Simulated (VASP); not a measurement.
# Si2GeP3 (P6/mmm) in VASP: further runs, part 2 of 2

VASP 6.6.1. Earlier steps stand in the parts before.

### 3 Single point, PBE

This run uses another cell than the first one, of 17.70 Å³/atom, 1.044 times its volume.

File INCAR:

```
PREC     = Accurate       # precision mode
ENCUT    = 520            # plane-wave cutoff, eV
EDIFF    = 1E-6           # SCF threshold, eV
ISMEAR   = 0              # smearing method
SIGMA    = 0.1            # smearing width, eV
LREAL    = F              # projectors in reciprocal space
LASPH    = T              # aspherical terms in the spheres
NELM     = 60             # most SCF steps
ALGO     = Normal         # electronic algorithm
ISIF     = 2              # what is computed and relaxed
LWAVE    = F              # write WAVECAR
LCHARG   = T              # write CHGCAR
GGA      = PE             # functional
LELF     = T              # ELF
LVHAR    = T            
NBANDS   = 28             # bands
```

File KPOINTS:

```
Automatic mesh
0
Gamma
  12 12 10
```

File POSCAR:

```
Si2GeP3
1.0
    6.1794501327      0.0000000000      0.0000000000
   -3.0897250664      5.3515607963      0.0000000000
    0.0000000000      0.0000000000      3.2117654327
Si Ge P
2 1 3
Direct
    0.3333333333      0.6666666667      0.0000000000
    0.6666666667      0.3333333333      0.0000000000
    0.0000000000      0.0000000000      0.0000000000
    0.5000000000      0.0000000000      0.5000000000
    0.5000000000      0.5000000000      0.5000000000
    0.0000000000      0.5000000000      0.5000000000
```

Potentials or basis: VASP PAW PBE potentials, release 64 (Si, Ge_d, P).

Command:

```
$ cat potpaw_PBE.64/Si/POTCAR potpaw_PBE.64/Ge_d/POTCAR potpaw_PBE.64/P/POTCAR > POTCAR
$ mpirun -np 1 vasp_std > vasp.out
```

OUTCAR:

```text
PREC = Accurate
   ENCUT = 520
   EDIFF = 1E-6
   ISMEAR = 0
   LREAL = F
   LASPH = T
   NELM = 60
   ISIF = 2
   GGA = PE

 ion  position               nearest neighbor table
   1  0.333  0.667  0.000-   4 2.40   4 2.40   6 2.40   6 2.40   5 2.40   5 2.40
   2  0.667  0.333  0.000-   4 2.40   4 2.40   6 2.40   6 2.40   5 2.40   5 2.40
   3  0.000  0.000  0.000-
   4  0.500  0.000  0.500-   1 2.40   2 2.40   1 2.40   2 2.40
   5  0.500  0.500  0.500-   1 2.40   2 2.40   1 2.40   2 2.40
   6  0.000  0.500  0.500-   1 2.40   2 2.40   1 2.40   2 2.40

  LATTYP: Found a hexagonal cell.
 ALAT       =     6.1794501327
 C/A-ratio  =     0.5197493893

  Lattice vectors:

 A1 = (   6.1794501327,   0.0000000000,   0.0000000000)
 A2 = (  -3.0897250664,   5.3515607963,   0.0000000000)
 A3 = (   0.0000000000,   0.0000000000,   3.2117654327)

Analysis of symmetry for initial positions (statically):
=====================================================================
 Subroutine PRICEL returns:
 Original cell was already a primitive cell.

 Routine SETGRP: Setting up the symmetry group for a
 hexagonal supercell.

 Subroutine GETGRP returns: Found 24 space group operations
 (whereof 24 operations were pure point group operations)
 out of a pool of 24 trial point group operations.

The static configuration has the point symmetry D_6h.

Analysis of symmetry for dynamics (positions and initial velocities):
=====================================================================
 Subroutine PRICEL returns:
 Original cell was already a primitive cell.

 Routine SETGRP: Setting up the symmetry group for a
 hexagonal supercell.

 Subroutine GETGRP returns: Found 24 space group operations
 (whereof 24 operations were pure point group operations)
 out of a pool of 24 trial point group operations.
[... 128 lines left out ...]
     AMIX     =   0.40;   BMIX     =  1.00
     AMIX_MAG =   1.60;   BMIX_MAG =  1.00
  volume/ion in A,a.u.               =      17.70       119.46
  Fermi-wavevector in a.u.,A,eV,Ry     =   1.151907  2.176788 18.053427  1.326889
  Thomas-Fermi vector in A             =   2.288561
   LORBIT       =      0    0 simple, 1 ext, 2 COOP (PROOUT), +10 PAW based schemes
   GGA     = PE    functional components
   LHFCALC =     F    Hartree Fock is set to
   AEXX    =    0.0000 exact exchange contribution
   IVDW    =     0    specifies the selected vdW correction
   LEPSILON=     F    determine dielectric tensor
   LRPA    =     F    only Hartree local field effects (RPA)
 non-spin polarized calculation
 Gauss-broadening in eV      SIGMA  =   0.10
  energy-cutoff  :      520.00
  volume of cell :      106.21
 maximum number of plane-waves:      2904
 NGX is ok and might be reduce to    48
   NGX = 23   NGY = 23   NGZ = 11

 number of electron      36.9999980 magnetization

 Free energy of the ion-electron system (eV)
  ---------------------------------------------------
  ext. energy  EPLUGINS =         0.00000000
  ---------------------------------------------------
  free energy    TOTEN  =       -28.32917455 eV

  energy without entropy =      -28.31180086  energy(sigma->0) =      -28.32048770

 E-fermi :   7.2381     XC(G=0): -10.4842

 val. band max:        7.2244514956   @ k =   0.4167  -0.0000   0.2000
 cond. band min:       7.2497078087   @ k =   0.3333   0.0833   0.2000
 fundamental gap:      0.0252563132
 Fermi energy:         7.2380565660

 k-point     1 :       0.0000    0.0000    0.0000
  band No.  band energies     occupation
      1     -18.0403      2.00000
      2     -18.0403      2.00000
      3     -18.0137      2.00000
      4     -17.9940      2.00000
      5     -17.9940      2.00000
      6      -7.5410      2.00000
[... 733 lines left out ...]
     27      12.6784      0.00000
     28      13.0761      0.00000

 [... further k-points ...]

------------------------ aborting loop because EDIFF is reached ----------------------------------------

  FORCE on cell =-STRESS in cart. coord.  units (eV):
  Direction    XX          YY          ZZ          XY          YZ          ZX
  --------------------------------------------------------------------------------------
  -------------------------------------------------------------------------------------
  Total       -0.0571890     -0.0571890     -0.0956093      0.0000000     -0.0000000      0.0000000
  in kB       -0.8626790     -0.8626790     -1.4422376      0.0000000     -0.0000000      0.0000000
  external PRESSURE =      -1.0558652 kB  Pullay stress =       0.0000000 kB

 VOLUME and BASIS-vectors are now :
 -----------------------------------------------------------------------------
  energy-cutoff  :      520.00
  volume of cell :      106.21
      direct lattice vectors                 reciprocal lattice vectors
     6.179450133  0.000000000  0.000000000     0.161826696  0.093430687  0.000000000
    -3.089725066  5.351560796  0.000000000     0.000000000  0.186861373  0.000000000
     0.000000000  0.000000000  3.211765433     0.000000000  0.000000000  0.311355241

 POSITION                                       TOTAL-FORCE (eV/Angst)
 -----------------------------------------------------------------------------------
     -0.00000      3.56771      0.00000        -0.000000      0.000000     -0.000000
      3.08973      1.78385      0.00000         0.000000     -0.000000      0.000000
      0.00000      0.00000      0.00000         0.000000      0.000000      0.000000
      3.08973      0.00000      1.60588         0.000000      0.000000      0.000000
      1.54486      2.67578      1.60588         0.000000      0.000000      0.000000
     -1.54486      2.67578      1.60588         0.000000      0.000000      0.000000
 -----------------------------------------------------------------------------------
    total drift:                               -0.000000     -0.000000     -0.000000

  FREE ENERGIE OF THE ION-ELECTRON SYSTEM (eV)
  ---------------------------------------------------
  free  energy   TOTEN  =       -28.3291745470 eV

  energy  without entropy=      -28.3118008572  energy(sigma->0) =      -28.32048770
```

stdout:

```text
POSCAR found type information on POSCAR SiGeP
 POSCAR found :  3 types and       6 ions
 scaLAPACK will be used
 LDA part: xc-table for (Slater+PW92), standard interpolation
 POSCAR, INCAR and KPOINTS ok, starting setup
 FFT: planning ... GRIDC
 FFT: planning ... GRID_SOFT
 FFT: planning ... GRID
 WAVECAR not read
 entering main loop
```

Wall time 8.5 min (1 thread of Oxide Virtual Turin-like, shared host); peak memory 0.4 GiB.

Results:

```
Free energy : -28.3292 eV
Pressure    : -0.1 GPa
```

Levels at points of the mesh, in eV from the Fermi level:
```
           k point  band 16  band 17  band 18  band 19  band 20  band 21
(0.00, 0.00, 0.00)    -0.35     0.52     0.52     0.80     1.43     2.26
(0.50, 0.00, 0.00)    -1.24    -0.55     0.08     0.48     0.97     2.08
(0.00, 0.00, 0.50)    -3.35    -2.27    -1.76    -1.76     1.21     1.21
(0.50, 0.00, 0.50)    -3.02    -1.77    -1.43    -1.13     0.27     0.33
```
